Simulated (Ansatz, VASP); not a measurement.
# Ti3H: VASP beside Ansatz

```
CELL_PARAMETERS angstrom
4.60374 0.00000 0.00000
-2.30187 3.98696 0.00000
0.00000 0.00000 22.49682
ATOMIC_POSITIONS crystal
Ti 0.66667 0.33333 0.17780
Ti 0.33333 0.66667 0.21957
Ti 0.00000 0.00000 0.26135
Ti 0.66667 0.33333 0.29805
Ti 0.33333 0.66667 0.33046
Ti 0.00000 0.00000 0.37769
H 0.25928 0.74072 0.51104
H 0.40739 0.59261 0.51104
```

Alike in both runs: task single point; functional PBE; k mesh 6 × 6 × 1; occupations gaussian, width 0.1 eV; no spin polarisation.

|  | VASP | Ansatz |
| --- | --- | --- |
| version | VASP 6.6.1 | Ansatz 0.2.0 |
| potentials or method | VASP PAW PBE potentials, release 64 (Ti_sv, H), cutoff 520 eV | scalar-relativistic, plane waves, PAW |
| valence electrons in the cell | 74 | 74 |

```tsv
	VASP	Ansatz	Ansatz less VASP
gap on the k mesh at the Fermi level (eV)	none	none	-
rms of the force components (eV/Å)	1.299	1.299	-0.0002
```

Atom by atom the forces differ by 0.005 eV/Å (rms over components). A gap of «none» marks a metal or a gap that the smearing closes.
